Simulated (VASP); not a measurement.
# Te (C2/m) in VASP: further runs

Runs on Te. Level: LDA. Tasks: electric field gradients.

Program: VASP 6.6.1. These are calculated values, not measurements. Logs are shortened: lines on timing, memory, paths and dates and some standing lists are left out, and cuts for length are marked.

**1. The cell of the first run**

It takes space group C2/m (No. 12, monoclinic). The conventional cell has a = 8.468 Å, b = 4.742 Å, c = 3.880 Å, α = 90.00°, β = 91.93°, γ = 90.00°. Te (site symmetry m) has 13 Te at 2.98 to 3.88 Å within 3.9 Å. Within 3.9 Å of Te (site symmetry 2/m) lie 14 Te at 2.98 to 3.88 Å.

**2. Electric field gradients, LDA (zz strain of -2 %)**

INCAR

```
PREC = Accurate
ENCUT = 520
EDIFF = 1E-8
ISMEAR = -1
SIGMA = 0.05
LREAL = F
LASPH = T
NELM = 100
ALGO = Normal
ISIF = 2
LWAVE = F
LCHARG = F
GGA = CA
LEFG = T
NBANDS = 16
```

KPOINTS

```
regular mesh
0
Gamma
  8 8 8
```

POSCAR

```
Te
1.0
    4.2341000000     -2.3712000000      0.0000000000
    4.2341000000      2.3712000000      0.0000000000
   -0.1304500000      0.0000000000      3.8782030000
Te
3
Direct
    0.6760000000      0.6760000000      0.6750000000
    0.3240000000      0.3240000000      0.3250000000
    0.0000000000      0.0000000000      0.0000000000
```

Potentials or basis: VASP PAW LDA potentials, release 64 (Te).

Run with:

```sh
$ cat potpaw_LDA.64/Te/POTCAR > POTCAR
$ mpirun -np 1 vasp_std > vasp.out
```

OUTCAR:

```text
PREC = Accurate
   ENCUT = 520
   EDIFF = 1E-8
   ISMEAR = -1
   LREAL = F
   LASPH = T
   NELM = 100
   ISIF = 2
   GGA = CA

 ion  position               nearest neighbor table
   1  0.676  0.676  0.675-   3 2.98   2 3.03   2 3.03   3 3.09   3 3.09   2 3.23   2 3.65   2 3.65

   2  0.324  0.324  0.325-   3 2.98   1 3.03   1 3.03   3 3.09   3 3.09   1 3.23   1 3.65   1 3.65

   3  0.000  0.000  0.000-   1 2.98   2 2.98   1 3.09   1 3.09   2 3.09   2 3.09

  LATTYP: Found a base centered monoclinic cell.
 ALAT       =     8.4682000000
 B/A-ratio  =     0.5600245625
 C/A-ratio  =     0.4582315409
 COS(beta)  =    -0.0336177000

  Lattice vectors:

 A1 = (   4.2341000000,  -2.3712000000,   0.0000000000)
 A2 = (   4.2341000000,   2.3712000000,   0.0000000000)
 A3 = (  -0.1304500000,   0.0000000000,   3.8782030000)

Analysis of symmetry for initial positions (statically):
=====================================================================
 Subroutine PRICEL returns:
 Original cell was already a primitive cell.

 Routine SETGRP: Setting up the symmetry group for a
 base centered monoclinic supercell.

 Subroutine GETGRP returns: Found  4 space group operations
 (whereof  4 operations were pure point group operations)
 out of a pool of  4 trial point group operations.

The static configuration has the point symmetry C_2h.

Analysis of symmetry for dynamics (positions and initial velocities):
=====================================================================
 Subroutine PRICEL returns:
 Original cell was already a primitive cell.

 Routine SETGRP: Setting up the symmetry group for a
 base centered monoclinic supercell.

 Subroutine GETGRP returns: Found  4 space group operations
 (whereof  4 operations were pure point group operations)
 out of a pool of  4 trial point group operations.

The dynamic configuration has the point symmetry C_2h.

 Subroutine INISYM returns: Found  4 space group operations
 (whereof  4 operations are pure point group operations),
 and found     1 'primitive' translations

----------------------------------------------------------------------------------------

                                     Primitive cell
[... 135 lines left out ...]
  ---------------------------------------------------
  free energy    TOTEN  =       -11.05130704 eV

  energy without entropy =      -11.03785477  energy(sigma->0) =      -11.04458091

 E-fermi :   9.1710     XC(G=0): -10.5794

 val. band max:        9.1694405157   @ k =  -0.2500   0.3750   0.3750
 cond. band min:       9.1769223893   @ k =   0.3750   0.0000   0.5000
 fundamental gap:      0.0074818735
 Fermi energy:         9.1710051526

 k-point     1 :       0.0000    0.0000    0.0000
  band No.  band energies     occupation
      1      -5.7936      2.00000
      2      -0.4439      2.00000
      3      -0.4077      2.00000
      4       4.3414      2.00000
      5       4.6003      2.00000
      6       5.1377      2.00000
[... 433 lines left out ...]
      3      -0.6296      2.00000
      4       3.2668      2.00000
      5       3.7267      2.00000
      6       6.7970      2.00000
[... 8 lines left out ...]
     15      16.4328      0.00000
     16      17.2627      0.00000

 [... further k-points ...]

------------------------ aborting loop because EDIFF is reached ----------------------------------------

  FORCE on cell =-STRESS in cart. coord.  units (eV):
  Direction    XX          YY          ZZ          XY          YZ          ZX
  --------------------------------------------------------------------------------------
  -------------------------------------------------------------------------------------
  Total        2.6246130      2.6926353      3.5617078      0.0000000      0.0000000      0.5595746
  in kB       53.9990388     55.3985349     73.2789168      0.0000000      0.0000000     11.5127417
  external PRESSURE =      60.8921635 kB  Pullay stress =       0.0000000 kB

 VOLUME and BASIS-vectors are now :
 -----------------------------------------------------------------------------
  energy-cutoff  :      520.00
  volume of cell :       77.87
      direct lattice vectors                 reciprocal lattice vectors
     4.234100000 -2.371200000  0.000000000     0.118088850 -0.210863698  0.003972121
     4.234100000  2.371200000  0.000000000     0.118088850  0.210863698  0.003972121
    -0.130450000  0.000000000  3.878203000     0.000000000  0.000000000  0.257851381

 POSITION                                       TOTAL-FORCE (eV/Angst)
 -----------------------------------------------------------------------------------
      5.63645      0.00000      2.61779        -0.455657      0.000000     -0.197657
      2.70130      0.00000      1.26042         0.455657      0.000000      0.197657
      0.00000      0.00000      0.00000         0.000000      0.000000      0.000000
 -----------------------------------------------------------------------------------
    total drift:                               -0.000000      0.000000      0.000000

  FREE ENERGIE OF THE ION-ELECTRON SYSTEM (eV)
  ---------------------------------------------------
  free  energy   TOTEN  =       -11.0513070369 eV

  energy  without entropy=      -11.0378547749  energy(sigma->0) =      -11.04458091

 Electric field gradients (V/A^2)
---------------------------------------------------------------------
 ion       V_xx      V_yy      V_zz      V_xy      V_xz      V_yz
---------------------------------------------------------------------
   1     108.237   166.594  -274.831     0.000   -50.143    -0.000
   2     108.237   166.594  -274.831     0.000   -50.143    -0.000
   3     242.146    65.541  -307.687    -0.000    68.506     0.000
---------------------------------------------------------------------

 Electric field gradients after diagonalization (V/A^2)
 (convention: |V_zz| > |V_xx| > |V_yy|)
----------------------------------------------------------------------
 ion       V_xx      V_yy      V_zz     asymmetry (V_yy - V_xx)/ V_zz
----------------------------------------------------------------------
   1     166.594   114.692  -281.286       0.185
   2     166.594   114.692  -281.286       0.185
   3     250.553    65.541  -316.094       0.585
----------------------------------------------------------------------

           NMR quadrupolar parameters

 Cq : quadrupolar parameter    Cq=e*Q*V_zz/h
 eta: asymmetry parameters     (V_yy - V_xx)/ V_zz
 Q  : nuclear electric quadrupole moment in mb (millibarn)
----------------------------------------------------------------------
 ion       Cq(MHz)       eta       Q (mb)
----------------------------------------------------------------------
   1      -0.680       0.185       1.000
   2      -0.680       0.185       1.000
   3      -0.764       0.585       1.000
----------------------------------------------------------------------
```

stdout:

```text
POSCAR found type information on POSCAR Te
 POSCAR found :  1 types and       3 ions
 scaLAPACK will be used
 LDA part: xc-table for (Slater(with rela. corr.)+CA(PZ))
 , standard interpolation
 POSCAR, INCAR and KPOINTS ok, starting setup
 FFT: planning ... GRIDC
 FFT: planning ... GRID_SOFT
 FFT: planning ... GRID
 WAVECAR not read
 entering main loop
ion   1

ion   2

ion   3
```

Wall time 89 s (1 thread of AMD EPYC 9R14 (Zen 4), shared host); peak memory 0.23 GiB.

Results:

| Item | Value |
| --- | --- |
| Free energy | -11.0513 eV |
| Pressure | 6.1 GPa |
| Largest force | 0.497 eV/Å |
| Band gap on the k mesh | zero (band 9 reaches 10.81 eV, above the bottom of band 10 at 7.34 eV) |

Forces in eV/Å, atoms in the order of the input:
```
Te  -0.456  0.000 -0.198
Te   0.456  0.000  0.198
Te   0.000  0.000  0.000
```

Stress tensor (GPa, compression positive):
```
5.40 0.00 1.15
0.00 5.54 0.00
1.15 0.00 7.33
```

Electric field gradients, principal values (V/Å²):
```
atom    least   middle  greatest (by size)
1 Te  114.692  166.594            -281.286
2 Te  114.692  166.594            -281.286
3 Te   65.541  250.553            -316.094
```

Caveat: the cell differs from its parent crystal (zz strain of -2 %); without QUAD_EFG the Cq values of the log hold for a quadrupole moment of 1 mb, not for the nuclei; spin-orbit coupling is left out, which moves the levels of the heavy elements.

**3. Electric field gradients, LDA (zz strain of +1 %)**

INCAR

```
SYSTEM = Te
PREC = Accurate
ENCUT = 520
EDIFF = 1E-8
ISMEAR = -1
SIGMA = 0.05
LREAL = .False.
LASPH = .True.
NELM = 80
ALGO = Normal
ISIF = 2
LWAVE = .False.
LCHARG = .False.
GGA = CA
LEFG = .True.
NBANDS = 16
```

KPOINTS

```
Automatic mesh
0
Gamma
  8 8 8
  0 0 0
```

POSCAR, as its differences from that of step 2:

```diff
@@ -4,3 +4,3 @@
     4.2341000000      2.3712000000      0.0000000000
-   -0.1304500000      0.0000000000      3.8782030000
+   -0.1304500000      0.0000000000      3.9969235000
 Te
```

Potentials or basis: VASP PAW LDA potentials, release 64 (Te).

Run with:

```sh
$ cat potpaw_LDA.64/Te/POTCAR > POTCAR
$ mpirun -np 1 vasp_std > vasp.out
```

OUTCAR:

```text
SYSTEM = Te
   PREC = Accurate
   ENCUT = 520
   EDIFF = 1E-8
   ISMEAR = -1
   LREAL = .False.
   LASPH = .True.
   NELM = 80
   ISIF = 2
   GGA = CA

 ion  position               nearest neighbor table
   1  0.676  0.676  0.675-   3 3.00   2 3.04   2 3.04   3 3.11   3 3.11   2 3.25
   2  0.324  0.324  0.325-   3 3.00   1 3.04   1 3.04   3 3.11   3 3.11   1 3.25
   3  0.000  0.000  0.000-   1 3.00   2 3.00   1 3.11   1 3.11   2 3.11   2 3.11

  LATTYP: Found a base centered monoclinic cell.
 ALAT       =     8.4682000000
 B/A-ratio  =     0.5600245625
 C/A-ratio  =     0.4722434190
 COS(beta)  =    -0.0326202333

  Lattice vectors:

 A1 = (   4.2341000000,  -2.3712000000,   0.0000000000)
 A2 = (   4.2341000000,   2.3712000000,   0.0000000000)
 A3 = (  -0.1304500000,   0.0000000000,   3.9969235000)

Analysis of symmetry for initial positions (statically):
=====================================================================
[... 655 lines left out ...]
    -0.130450000  0.000000000  3.996923500     0.000000000  0.000000000  0.250192429

 POSITION                                       TOTAL-FORCE (eV/Angst)
 -----------------------------------------------------------------------------------
      5.63645      0.00000      2.69792        -0.396157      0.000000     -0.200550
      2.70130      0.00000      1.29900         0.396157      0.000000      0.200550
      0.00000      0.00000      0.00000        -0.000000      0.000000      0.000000
 -----------------------------------------------------------------------------------
    total drift:                               -0.000000      0.000000      0.000000

  FREE ENERGIE OF THE ION-ELECTRON SYSTEM (eV)
  ---------------------------------------------------
  free  energy   TOTEN  =       -11.1442171583 eV

  energy  without entropy=      -11.1297137105  energy(sigma->0) =      -11.13696543

 Electric field gradients (V/A^2)
---------------------------------------------------------------------
 ion       V_xx      V_yy      V_zz      V_xy      V_xz      V_yz
---------------------------------------------------------------------
   1     104.164   162.194  -266.358    -0.000   -49.918    -0.000
   2     104.164   162.194  -266.358     0.000   -49.918    -0.000
   3     243.637    54.318  -297.954     0.000    75.619    -0.000
---------------------------------------------------------------------

 Electric field gradients after diagonalization (V/A^2)
 (convention: |V_zz| > |V_xx| > |V_yy|)
----------------------------------------------------------------------
 ion       V_xx      V_yy      V_zz     asymmetry (V_yy - V_xx)/ V_zz
----------------------------------------------------------------------
   1     162.194   110.772  -272.965       0.188
   2     162.194   110.772  -272.965       0.188
   3     253.997    54.318  -308.314       0.648
----------------------------------------------------------------------

           NMR quadrupolar parameters

 Cq : quadrupolar parameter    Cq=e*Q*V_zz/h
 eta: asymmetry parameters     (V_yy - V_xx)/ V_zz
 Q  : nuclear electric quadrupole moment in mb (millibarn)
----------------------------------------------------------------------
 ion       Cq(MHz)       eta       Q (mb)
----------------------------------------------------------------------
   1      -0.660       0.188       1.000
   2      -0.660       0.188       1.000
   3      -0.746       0.648       1.000
----------------------------------------------------------------------
```

OSZICAR:

```text
N       E                     dE             d eps       ncg     rms          rms(c)
DAV:   1     0.668929913784E+02    0.66893E+02   -0.66427E+03  4800   0.910E+02
DAV:   2    -0.735022791190E+01   -0.74243E+02   -0.70503E+02  6504   0.141E+02
DAV:   3    -0.111091042786E+02   -0.37589E+01   -0.37258E+01  5784   0.341E+01
DAV:   4    -0.111563241553E+02   -0.47220E-01   -0.47205E-01  6544   0.473E+00
DAV:   5    -0.111573315829E+02   -0.10074E-02   -0.10074E-02  6336   0.677E-01    0.146E+01
DAV:   6    -0.111483795924E+02    0.89520E-02   -0.38902E-03  6496   0.339E-01    0.891E+00
DAV:   7    -0.111443004060E+02    0.40792E-02   -0.65687E-03  6008   0.424E-01    0.207E-01
DAV:   8    -0.111442232982E+02    0.77108E-04   -0.47676E-04  5968   0.129E-01    0.108E-01
DAV:   9    -0.111442178032E+02    0.54950E-05   -0.47586E-05  6624   0.374E-02    0.344E-02
DAV:  10    -0.111442171673E+02    0.63591E-06   -0.32977E-06  6136   0.108E-02    0.119E-02
DAV:  11    -0.111442171636E+02    0.37273E-08   -0.24171E-07  6712   0.289E-03    0.262E-03
DAV:  12    -0.111442171583E+02    0.52748E-08   -0.20196E-08  5312   0.832E-04
   1 F= -.11144217E+02 E0= -.11136965E+02  d E =-.145034E-01
```

Run time: 86 s. Hardware: 1 thread of AMD EPYC 9R14 (Zen 4), shared host; peak memory 0.23 GiB.

Results:

```
Free energy            : -11.1442 eV
Pressure               : 4.3 GPa
Largest force          : 0.444 eV/Å
Band gap on the k mesh : zero (band 9 reaches 10.40 eV, above the bottom of band 10 at 6.98 eV)
```

Forces on the atoms (eV/Å):
```
Te  -0.396  0.000 -0.201
Te   0.396  0.000  0.201
Te   0.000  0.000  0.000
```

Stress tensor (GPa, compression positive):
```
3.68 0.00 0.90
0.00 3.83 0.00
0.90 0.00 5.28
```

Levels at points of the mesh, in eV from the Fermi level:
```csv
k point,band 5,band 6,band 7,band 8,band 9,band 10,band 11,band 12,band 13,band 14
"(0.00, 0.00, 0.00)",-4.36,-3.86,-3.84,-2.20,-1.90,1.49,2.83,3.16,5.66,6.00
"(0.50, 0.00, 0.00)",-2.78,-2.75,-2.66,0.11,0.16,0.43,0.87,2.85,3.59,5.73
"(0.50, 0.50, 0.00)",-3.14,-2.79,-2.36,0.43,0.48,0.57,0.74,2.46,3.30,5.74
"(0.00, 0.00, 0.50)",-3.75,-2.69,-2.61,-1.84,-1.80,-1.77,-1.59,-1.02,2.80,3.10
"(0.50, 0.00, 0.50)",-4.40,-4.34,-3.84,-3.68,1.64,1.88,1.88,3.15,6.79,7.12
"(0.50, 0.50, 0.50)",-3.97,-3.94,-3.87,-3.70,1.55,1.67,2.20,2.64,6.69,7.12
```

Electric field gradients, principal values (V/Å²):
| atom | least | middle | greatest (by size) |
| --- | --- | --- | --- |
| 1 Te | 110.772 | 162.194 | -272.965 |
| 2 Te | 110.772 | 162.194 | -272.965 |
| 3 Te | 54.318 | 253.997 | -308.314 |

Caveat: the cell differs from its parent crystal (zz strain of +1 %); without QUAD_EFG the Cq values of the log hold for a quadrupole moment of 1 mb, not for the nuclei; spin-orbit coupling is left out, which moves the levels of the heavy elements.
